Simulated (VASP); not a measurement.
# BH7C16 in VASP: notebook

The runs below take BH7C16 through single point, with PBE.

Program: VASP 6.6.1. These are calculated values, not measurements. Logs are shortened: lines on timing, memory, paths and dates and some standing lists are left out, and cuts for length are marked.

## Step 1: The cell of the first run

The cell holds a slab with vacuum, 24 atoms: a = 5.049 Å, b = 5.049 Å, c = 16.676 Å, α = 90.00°, β = 90.00°, γ = 60.00°.

## Step 2: Single point, PBE

The input, INCAR:

```
SYSTEM = BH7C16
PREC = Accurate
ENCUT = 520
EDIFF = 1E-6
ISMEAR = 0
SIGMA = 0.05
LREAL = Auto
LASPH = .True.
NELM = 60
ALGO = Normal
ISIF = 2
LWAVE = .False.
LCHARG = .False.
GGA = PE
NBANDS = 55
```

The input, KPOINTS:

```
Automatic mesh
0
Gamma
  3 3 1
  0 0 0
```

The input, POSCAR:

```
BH7C16
1.0
    5.0487420000      0.0000000000      0.0000000000
    2.5243710000      4.3723390000      0.0000000000
    0.0000000000      0.0000000000     16.6764260000
H C B
7 16 1
Direct
    0.1666667848      0.1666666285      0.0599648870
    0.6666667848      0.1666666285      0.0599648870
    0.1666666285      0.6666667429      0.0599648870
    0.6666666285      0.6666667429      0.0599648870
    1.0067111582      0.0069280996      0.3445574010
    0.5023311421      0.5032285923      0.3471033901
    0.8118445792     -0.1794945451      0.4180651178
    0.1666667848      0.1666666285      0.1259262626
    0.6666667848      0.1666666285      0.1259262626
    0.1666666285      0.6666667429      0.1259262626
    0.6666666285      0.6666667429      0.1259262626
   -0.1666666285      0.3333332571      0.1568252694
    0.3333333715      0.3333332571      0.1568252694
   -0.1666667848      0.8333333715      0.1568252694
    0.3333332152      0.8333333715      0.1568252694
   -0.1711063515      0.3384485970      0.2498550949
    0.3292478066      0.3302861466      0.2570155020
   -0.1629345678      0.8376370176      0.2456775810
    0.3378216883      0.8294269955      0.2497863151
    0.0044054429      0.0049513544      0.2781876644
    0.5119829386     -0.0159365502      0.2825984417
   -0.0173898858      0.5134617878      0.2827494332
    0.4968015829      0.4974474761      0.2804797623
    0.7635448835     -0.2310120510      0.3509632699
```

Potentials or basis: VASP PAW PBE potentials, release 64 (H, C, B).

Command:

```console
$ cat potpaw_PBE.64/H/POTCAR potpaw_PBE.64/C/POTCAR potpaw_PBE.64/B/POTCAR > POTCAR
$ mpirun -np 1 vasp_std > vasp.out
```

OUTCAR:

```text
SYSTEM = BH7C16
   PREC = Accurate
   ENCUT = 520
   EDIFF = 1E-6
   ISMEAR = 0
   LREAL = Auto
   LASPH = .True.
   NELM = 60
   ISIF = 2
   GGA = PE

 ion  position               nearest neighbor table
   1  0.167  0.167  0.060-   8 1.10
   2  0.667  0.167  0.060-   9 1.10
   3  0.167  0.667  0.060-  10 1.10
   4  0.667  0.667  0.060-  11 1.10
   5  0.007  0.007  0.345-  20 1.11
   6  0.502  0.503  0.347-  23 1.11
   7  0.812  0.821  0.418-  24 1.20
   8  0.167  0.167  0.126-   1 1.10  13 1.55  15 1.55  12 1.55
   9  0.667  0.167  0.126-   2 1.10  12 1.55  14 1.55  13 1.55
  10  0.167  0.667  0.126-   3 1.10  15 1.55  14 1.55  13 1.55
  11  0.667  0.667  0.126-   4 1.10  14 1.55  15 1.55  12 1.55
  12  0.833  0.333  0.157-   9 1.55   8 1.55  11 1.55  16 1.55
  13  0.333  0.333  0.157-   8 1.55   9 1.55  10 1.55  17 1.67
  14  0.833  0.833  0.157-  18 1.48  11 1.55   9 1.55  10 1.55
  15  0.333  0.833  0.157-  10 1.55   8 1.55  11 1.55  19 1.55
  16  0.829  0.338  0.250-  20 1.53  22 1.54  23 1.54  12 1.55
  17  0.329  0.330  0.257-  23 1.51  21 1.57  22 1.58  13 1.67
  18  0.837  0.838  0.246-  14 1.48  22 1.55  21 1.55  20 1.56  24 1.86
  19  0.338  0.829  0.250-  20 1.53  21 1.54  23 1.54  15 1.55
  20  0.004  0.005  0.278-   5 1.11  16 1.53  19 1.53  18 1.56
  21  0.512  0.984  0.283-  19 1.54  18 1.55  17 1.57  24 1.65
  22  0.983  0.513  0.283-  16 1.54  18 1.55  17 1.58  24 1.66
  23  0.497  0.497  0.280-   6 1.11  17 1.51  19 1.54  16 1.54
  24  0.764  0.769  0.351-   7 1.20  21 1.65  22 1.66  18 1.86

  LATTYP: Found a hexagonal cell.
 ALAT       =     5.0487421480
 C/A-ratio  =     3.3030853055

  Lattice vectors:

 A1 = (  -2.5243710000,  -4.3723390000,   0.0000000000)
 A2 = (   5.0487420000,   0.0000000000,   0.0000000000)
 A3 = (   0.0000000000,   0.0000000000,  16.6764260000)

Analysis of symmetry for initial positions (statically):
=====================================================================
 Subroutine PRICEL returns:
 Original cell was already a primitive cell.

 Routine SETGRP: Setting up the symmetry group for a
 hexagonal supercell.

 Subroutine GETGRP returns: Found  1 space group operations
 (whereof  1 operations were pure point group operations)
 out of a pool of 24 trial point group operations.

The static configuration has the point symmetry C_1 .

Analysis of symmetry for dynamics (positions and initial velocities):
=====================================================================
 Subroutine PRICEL returns:
 Original cell was already a primitive cell.

 Routine SETGRP: Setting up the symmetry group for a
 hexagonal supercell.

 Subroutine GETGRP returns: Found  1 space group operations
 (whereof  1 operations were pure point group operations)
 out of a pool of 24 trial point group operations.

The dynamic configuration has the point symmetry C_1 .

 Subroutine INISYM returns: Found  1 space group operations
 (whereof  1 operations are pure point group operations),
 and found     1 'primitive' translations

----------------------------------------------------------------------------------------

                                     Primitive cell

  volume of cell :     368.1290

  direct lattice vectors                    reciprocal lattice vectors
     5.048742000  0.000000000  0.000000000     0.198069143 -0.114355268  0.000000000
     2.524371000  4.372339000  0.000000000     0.000000000  0.228710537  0.000000000
     0.000000000  0.000000000 16.676426000     0.000000000  0.000000000  0.059964887

  length of vectors
     5.048742000  5.048742148 16.676426000     0.228710544  0.228710537  0.059964887

  position of ions in fractional coordinates (direct lattice)
     0.166666785  0.166666629  0.059964887
     0.666666785  0.166666629  0.059964887
     0.166666629  0.666666743  0.059964887
     0.666666629  0.666666743  0.059964887
     0.006711158  0.006928100  0.344557401
     0.502331142  0.503228592  0.347103390
[... 16 lines left out ...]
     0.496801583  0.497447476  0.280479762
     0.763544884  0.768987949  0.350963270

  ion indices of the primitive-cell ions
   primitive index   ion index
                 1           1
                 2           2
                 3           3
                 4           4
                 5           5
                 6           6
[... 16 lines left out ...]
                23          23
                24          24

----------------------------------------------------------------------------------------

 KPOINTS: Automatic mesh

Automatic generation of k-mesh.
 Grid dimensions read from file:
 generate k-points for:    3    3    1

 Generating k-lattice:

  Cartesian coordinates                     Fractional coordinates (reciprocal lattice)
     0.066023048 -0.038118423  0.000000000     0.333333333 -0.000000000  0.000000000
     0.000000000  0.076236846  0.000000000     0.000000000  0.333333333  0.000000000
     0.000000000  0.000000000  0.059964887     0.000000000  0.000000000  1.000000000

  Length of vectors
     0.076236848  0.076236846  0.059964887

  Shift w.r.t. Gamma in fractional coordinates (k-lattice)
     0.000000000  0.000000000  0.000000000

 Subroutine IBZKPT returns following result:
 ===========================================

 Found      5 irreducible k-points:

 Following reciprocal coordinates:
            Coordinates               Weight
  0.000000  0.000000  0.000000      1.000000
  0.333333  0.000000  0.000000      2.000000
  0.333333  0.333333  0.000000      2.000000
  0.000000  0.333333  0.000000      2.000000
 -0.333333  0.333333  0.000000      2.000000
   k-points           NKPTS =      5   k-points in BZ     NKDIM =      5   number of bands    NBANDS=     55
   number of dos      NEDOS =    301   number of ions     NIONS =     24
   total plane-waves  NPLWV = 201600
   dimension x,y,z NGX =    40 NGY =   40 NGZ =  126
   dimension x,y,z NGXF=    80 NGYF=   80 NGZF=  252
   ions per type =               7  16   1
   NGX,Y,Z   is equivalent  to a cutoff of  13.17, 13.17, 12.56 a.u.
   NGXF,Y,Z  is equivalent  to a cutoff of  26.34, 26.34, 25.12 a.u.
 SYSTEM =  BH7C16
   PREC   = accura    normal or accurate (medium, high low for compatibility)
   ISTART =      0    job   : 0-new  1-cont  2-samecut
   ICHARG =      2    charge: 1-file 2-atom 10-const
   ISPIN  =      1    spin polarized calculation?
   LNONCOLLINEAR =      F non collinear calculations
   LSORBIT =      F    spin-orbit coupling
   LASPH  =      T    aspherical Exc in radial PAW
   ENCUT  =  520.0 eV  38.22 Ry    6.18 a.u.   9.39  9.39 31.01*2*pi/ulx,y,z
   NELM   =     60;   NELMIN=  2; NELMDL= -5     # of ELM steps
   EDIFF  = 0.1E-05   stopping-criterion for ELM
   LREAL  =      T    real-space projection
   EDIFFG = 0.1E-04   stopping-criterion for IOM
   NSW    =      0    number of steps for IOM
   IBRION =     -1    ionic relax: 0-MD 1-quasi-New 2-CG
   NFREE  =      0    steps in history (QN), initial steepest desc. (CG)
   ISIF   =      2    stress and relaxation
   ISYM   =      2    0-nonsym 1-usesym 2-fastsym
   POTIM  = 0.5000    time-step for ionic-motion
   TEBEG  =    0.0;   TEEND  =   0.0 temperature during run
   PSTRESS=    0.0 pullay stress
   NELECT =      74.0000    total number of electrons
   NUPDOWN=      -1.0000    fix difference up-down
   EMIN   =  10.00;   EMAX   =-10.00  energy-range for DOS
   EFERMI =   0.00;   METHOD = LEGACY
   ISMEAR =     0;   SIGMA  =   0.05  broadening in eV -4-tet -1-fermi 0-gaus
   EFERMI_NEDOS =   21; number of points for ismear=-14 and -15
   IALGO  =     38    algorithm
   IMIX   =      4    mixing-type and parameters
     AMIX     =   0.40;   BMIX     =  1.00
     AMIX_MAG =   1.60;   BMIX_MAG =  1.00
  volume/ion in A,a.u.               =      15.34       103.51
  Fermi-wavevector in a.u.,A,eV,Ry     =   0.959000  1.812248 12.513027  0.919682
  Thomas-Fermi vector in A             =   2.088158
   LORBIT       =      0    0 simple, 1 ext, 2 COOP (PROOUT), +10 PAW based schemes
   GGA     = PE    functional components
   LHFCALC =     F    Hartree Fock is set to
   AEXX    =    0.0000 exact exchange contribution
   IVDW    =     0    specifies the selected vdW correction
   LEPSILON=     F    determine dielectric tensor
   LRPA    =     F    only Hartree local field effects (RPA)
 non-spin polarized calculation
 Gauss-broadening in eV      SIGMA  =   0.05
  energy-cutoff  :      520.00
  volume of cell :      368.13
 maximum number of plane-waves:      9916
 NGX is ok and might be reduce to    40
   NGX = 19   NGY = 19   NGZ = 63

 number of electron      74.0000002 magnetization

 Free energy of the ion-electron system (eV)
  ---------------------------------------------------
  ext. energy  EPLUGINS =         0.00000000
  ---------------------------------------------------
  free energy    TOTEN  =      -174.83592456 eV

  energy without entropy =     -174.83592456  energy(sigma->0) =     -174.83592456

 E-fermi :  -0.2991     XC(G=0):  -5.1269

 val. band max:       -0.5586976430   @ k =   0.0000   0.0000   0.0000
 cond. band min:       1.9833165713   @ k =   0.0000   0.0000   0.0000
 fundamental gap:      2.5420142142
 Fermi energy:        -0.2991387502

 k-point     1 :       0.0000    0.0000    0.0000
  band No.  band energies     occupation
      1     -20.3468      2.00000
      2     -17.8561      2.00000
      3     -15.5798      2.00000
      4     -14.9874      2.00000
      5     -14.6937      2.00000
      6     -14.1699      2.00000
[... 41 lines left out ...]
     48       6.3120      0.00000
     49       6.7109      0.00000

 k-point     2 :       0.3333    0.0000    0.0000
  band No.  band energies     occupation
      1     -19.6993      2.00000
      2     -17.7279      2.00000
      3     -17.1638      2.00000
      4     -15.9752      2.00000
      5     -15.6028      2.00000
      6     -15.2204      2.00000
[... 41 lines left out ...]
     48       6.5634      0.00000
     49       6.9687      0.00000

 k-point     3 :       0.3333    0.3333    0.0000
  band No.  band energies     occupation
      1     -19.6829      2.00000
      2     -17.7638      2.00000
      3     -17.2105      2.00000
      4     -15.8404      2.00000
      5     -15.6650      2.00000
      6     -15.2387      2.00000
[... 41 lines left out ...]
     48       6.7684      0.00000
     49       6.7869      0.00000

 k-point     4 :       0.0000    0.3333    0.0000
  band No.  band energies     occupation
      1     -19.6997      2.00000
      2     -17.7267      2.00000
      3     -17.1628      2.00000
      4     -15.9768      2.00000
      5     -15.6041      2.00000
      6     -15.2211      2.00000
[... 41 lines left out ...]
     48       6.5628      0.00000
     49       6.9796      0.00000

 k-point     5 :      -0.3333    0.3333    0.0000
  band No.  band energies     occupation
      1     -18.7273      2.00000
      2     -18.3212      2.00000
      3     -17.9577      2.00000
      4     -16.2630      2.00000
      5     -15.8395      2.00000
      6     -15.5655      2.00000
[... 41 lines left out ...]
     48       6.8098      0.00000
     49       7.0276      0.00000
 [bands above 49 left out]

------------------------ aborting loop because EDIFF is reached ----------------------------------------

  FORCE on cell =-STRESS in cart. coord.  units (eV):
  Direction    XX          YY          ZZ          XY          YZ          ZX
  --------------------------------------------------------------------------------------
  -------------------------------------------------------------------------------------
  Total        1.5897493     -2.3594591     -1.1293223      3.3679076     -0.1234334      0.3534096
  in kB        6.9189348    -10.2688792     -4.9150564     14.6578665     -0.5372091      1.5381154
  external PRESSURE =      -2.7550003 kB  Pullay stress =       0.0000000 kB

 VOLUME and BASIS-vectors are now :
 -----------------------------------------------------------------------------
  energy-cutoff  :      520.00
  volume of cell :      368.13
      direct lattice vectors                 reciprocal lattice vectors
     5.048742000  0.000000000  0.000000000     0.198069143 -0.114355268  0.000000000
     2.524371000  4.372339000  0.000000000     0.000000000  0.228710537  0.000000000
     0.000000000  0.000000000 16.676426000     0.000000000  0.000000000  0.059964887

 POSITION                                       TOTAL-FORCE (eV/Angst)
 -----------------------------------------------------------------------------------
      1.26219      0.72872      1.00000        -0.022099     -0.012001     -0.227749
      3.78656      0.72872      1.00000        -0.034128      0.031759     -0.228435
      2.52437      2.91489      1.00000         0.008513     -0.041845     -0.229277
      5.04874      2.91489      1.00000         0.039172      0.024259     -0.181026
      0.05137      0.03029      5.74599         0.004162      0.000988      0.029981
      3.80648      2.20029      5.78844         0.070727      0.037040     -0.008621
[... 16 lines left out ...]
      3.76396      2.17501      4.67740        -0.005481     -0.004865      0.014737
      5.79615      3.36228      5.85281         0.028117     -0.073269     -0.010694
 -----------------------------------------------------------------------------------
    total drift:                               -0.005353     -0.003210     -0.056584

  FREE ENERGIE OF THE ION-ELECTRON SYSTEM (eV)
  ---------------------------------------------------
  free  energy   TOTEN  =      -174.8359245616 eV

  energy  without entropy=     -174.8359245616  energy(sigma->0) =     -174.83592456
```

Wall time 3.3 min (1 thread of AMD EPYC 9R14 (Zen 4), shared host); peak memory 0.42 GiB.

What came out:

| Quantity | Value |
| --- | --- |
| Free energy | -174.8359 eV |
| Largest force | 2.430 eV/Å |
| Band gap on the k mesh | 2.54 eV, direct |

Forces in eV/Å, atoms in the order of the input:
```
H   -0.022 -0.012 -0.228
H   -0.034  0.032 -0.228
H    0.009 -0.042 -0.229
H    0.039  0.024 -0.181
H    0.004  0.001  0.030
H    0.071  0.037 -0.009
H    0.013 -0.010  0.011
C    0.080  0.047  1.270
C   -0.059  0.109  1.184
C    0.064 -0.107  1.177
C   -0.067 -0.040  1.034
C   -0.054  0.196 -0.871
C   -0.494 -0.252  0.278
C    0.322  0.200 -2.401
C    0.122 -0.131 -0.887
C    0.001  0.002  0.007
C   -0.009 -0.006  0.002
C    0.000  0.008 -0.006
C    0.002  0.007 -0.001
C   -0.002  0.001 -0.004
C   -0.012  0.017  0.012
C    0.005 -0.003  0.034
C   -0.005 -0.005  0.015
B    0.028 -0.073 -0.011
```

Caveat: the k points lie up to 0.48 Å⁻¹ apart.

(Part 1 of 2 ends here.)
